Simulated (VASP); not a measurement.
# In3SbTe2 (P-3m1) in VASP: settings compared, part 2 of 2

VASP 6.6.1. The steps go on from the part before.

### Step 3. Single point, PBE

File INCAR:

```
PREC = Accurate ; ENCUT = 520
EDIFF = 1E-6 ; ISMEAR = -1
SIGMA = 0.05 ; LREAL = False
LASPH = True ; NELM = 80
ALGO = Normal ; ISIF = 2
LWAVE = False ; LCHARG = False
GGA = PE ; NBANDS = 37
```

File KPOINTS:

```
Automatic mesh
0
Gamma
  7 7 3
```

File POSCAR:

```
In3SbTe2
1.0
    4.4280963236      0.0000000000      0.0000000000
   -2.2140481618      3.8348439066      0.0000000000
    0.0000000000      0.0000000000     10.7564470000
Te Sb In
2 1 3
Direct
    0.6666666667      0.3333333333      0.3283140000
    0.3333333333      0.6666666667      0.6716860000
    0.0000000000      0.0000000000      0.0000000000
    0.6666666667      0.3333333333      0.8430740000
    0.3333333333      0.6666666667      0.1569260000
    0.0000000000      0.0000000000      0.5000000000
```

Potentials or basis: VASP PAW PBE potentials, release 64 (Te, Sb, In_d).

Run with:

```
> cat potpaw_PBE.64/Te/POTCAR potpaw_PBE.64/Sb/POTCAR potpaw_PBE.64/In_d/POTCAR > POTCAR
> mpirun -np 1 vasp_std > vasp.out
```

OUTCAR:

```text
PREC = Accurate
   ENCUT = 520
   EDIFF = 1E-6
   ISMEAR = -1
   LREAL = False
   LASPH = True
   NELM = 80
   ISIF = 2
   GGA = PE

 ion  position               nearest neighbor table
   1  0.667  0.333  0.328-   5 3.15   5 3.15   5 3.15   6 3.15   6 3.15   6 3.15
   2  0.333  0.667  0.672-   4 3.15   4 3.15   4 3.15   6 3.15   6 3.15   6 3.15
   3  0.000  0.000  0.000-   4 3.06   5 3.06   5 3.06   4 3.06   4 3.06   5 3.06
   4  0.667  0.333  0.843-   3 3.06   3 3.06   3 3.06   2 3.15   2 3.15   2 3.15
   5  0.333  0.667  0.157-   3 3.06   3 3.06   3 3.06   1 3.15   1 3.15   1 3.15
   6  0.000  0.000  0.500-   1 3.15   2 3.15   2 3.15   1 3.15   1 3.15   2 3.15

  LATTYP: Found a hexagonal cell.
 ALAT       =     4.4280963236
 C/A-ratio  =     2.4291357310

  Lattice vectors:

 A1 = (   4.4280963236,   0.0000000000,   0.0000000000)
 A2 = (  -2.2140481618,   3.8348439066,   0.0000000000)
 A3 = (   0.0000000000,   0.0000000000,  10.7564470000)

Analysis of symmetry for initial positions (statically):
=====================================================================
 Subroutine PRICEL returns:
 Original cell was already a primitive cell.

 Routine SETGRP: Setting up the symmetry group for a
 hexagonal supercell.

 Subroutine GETGRP returns: Found 12 space group operations
 (whereof 12 operations were pure point group operations)
 out of a pool of 24 trial point group operations.

The static configuration has the point symmetry D_3d.

Analysis of symmetry for dynamics (positions and initial velocities):
=====================================================================
 Subroutine PRICEL returns:
 Original cell was already a primitive cell.

 Routine SETGRP: Setting up the symmetry group for a
 hexagonal supercell.

 Subroutine GETGRP returns: Found 12 space group operations
 (whereof 12 operations were pure point group operations)
 out of a pool of 24 trial point group operations.

[... 123 lines left out ...]
     AMIX_MAG =   1.60;   BMIX_MAG =  1.00
  volume/ion in A,a.u.               =      30.44       205.44
  Fermi-wavevector in a.u.,A,eV,Ry     =   1.103891  2.086052 16.579733  1.218576
  Thomas-Fermi vector in A             =   2.240356
   LORBIT       =      0    0 simple, 1 ext, 2 COOP (PROOUT), +10 PAW based schemes
   GGA     = PE    functional components
   LHFCALC =     F    Hartree Fock is set to
   AEXX    =    0.0000 exact exchange contribution
   IVDW    =     0    specifies the selected vdW correction
   LEPSILON=     F    determine dielectric tensor
   LRPA    =     F    only Hartree local field effects (RPA)
 non-spin polarized calculation
  energy-cutoff  :      520.00
  volume of cell :      182.66
 maximum number of plane-waves:      4935
 NGX is ok and might be reduce to    36
   NGX = 17   NGY = 17   NGZ = 39

 number of electron      56.0000008 magnetization

 Free energy of the ion-electron system (eV)
  ---------------------------------------------------
  ext. energy  EPLUGINS =         0.00000000
  ---------------------------------------------------
  free energy    TOTEN  =       -19.31206050 eV

  energy without entropy =      -19.29079368  energy(sigma->0) =      -19.30142709

 E-fermi :   6.2982     XC(G=0):  -9.4856

 val. band max:        6.2481706314   @ k =   0.0000   0.0000   0.3333
 cond. band min:       6.2987488693   @ k =  -0.1429   0.4286   0.3333
 fundamental gap:      0.0505782380
 Fermi energy:         6.2981863153

 k-point     1 :       0.0000    0.0000    0.0000
  band No.  band energies     occupation
      1      -8.2801      2.00000
      2      -8.2801      2.00000
      3      -8.2646      2.00000
      4      -8.2646      2.00000
      5      -8.2509      2.00000
      6      -8.2488      2.00000
[... 789 lines left out ...]
     36      11.6212      0.00000
     37      11.9775      0.00000

------------------------ aborting loop because EDIFF is reached ----------------------------------------

  FORCE on cell =-STRESS in cart. coord.  units (eV):
  Direction    XX          YY          ZZ          XY          YZ          ZX
  --------------------------------------------------------------------------------------
  -------------------------------------------------------------------------------------
  Total       -0.5826414     -0.5826414      0.1970814      0.0000000      0.0000000      0.0000000
  in kB       -5.1106760     -5.1106760      1.7287116      0.0000000      0.0000000      0.0000000
  external PRESSURE =      -2.8308801 kB  Pullay stress =       0.0000000 kB

 VOLUME and BASIS-vectors are now :
 -----------------------------------------------------------------------------
  energy-cutoff  :      520.00
  volume of cell :      182.66
      direct lattice vectors                 reciprocal lattice vectors
     4.428096324  0.000000000  0.000000000     0.225830679  0.130383403  0.000000000
    -2.214048162  3.834843907  0.000000000     0.000000000  0.260766807  0.000000000
     0.000000000  0.000000000 10.756447000     0.000000000  0.000000000  0.092967501

 POSITION                                       TOTAL-FORCE (eV/Angst)
 -----------------------------------------------------------------------------------
      2.21405      1.27828      3.53149        -0.000000     -0.000000      0.080550
     -0.00000      2.55656      7.22495         0.000000      0.000000     -0.080550
      0.00000      0.00000      0.00000        -0.000000      0.000000     -0.000000
      2.21405      1.27828      9.06848        -0.000000     -0.000000      0.144300
     -0.00000      2.55656      1.68797         0.000000      0.000000     -0.144300
      0.00000      0.00000      5.37822        -0.000000      0.000000     -0.000000
 -----------------------------------------------------------------------------------
    total drift:                               -0.000000      0.000000     -0.000000

  FREE ENERGIE OF THE ION-ELECTRON SYSTEM (eV)
  ---------------------------------------------------
  free  energy   TOTEN  =       -19.3120604967 eV

  energy  without entropy=      -19.2907936796  energy(sigma->0) =      -19.30142709
```

stdout:

```text
POSCAR found type information on POSCAR TeSbIn
 POSCAR found :  3 types and       6 ions
 scaLAPACK will be used
 LDA part: xc-table for (Slater+PW92), standard interpolation
 POSCAR, INCAR and KPOINTS ok, starting setup
 FFT: planning ... GRIDC
 FFT: planning ... GRID_SOFT
 FFT: planning ... GRID
 WAVECAR not read
 entering main loop
```

It took 4.4 min on 1 thread of Intel Xeon 8259CL, shared host; peak memory 0.39 GiB.

Results:

* Free energy: -19.3121 eV
* Pressure: -0.3 GPa
* Largest force: 0.144 eV/Å
* Band gap on the k mesh: zero (bands 28 and 29 overlap by 1.14 eV)

Forces on the atoms (eV/Å):
```
Te   0.000  0.000  0.081
Te   0.000  0.000 -0.081
Sb   0.000  0.000  0.000
In   0.000  0.000  0.144
In   0.000  0.000 -0.144
In   0.000  0.000  0.000
```

Stress tensor (GPa, compression positive):
```
-0.51  0.00  0.00
 0.00 -0.51  0.00
 0.00  0.00  0.17
```

Caveat: spin-orbit coupling is left out, which moves the levels of the heavy elements.
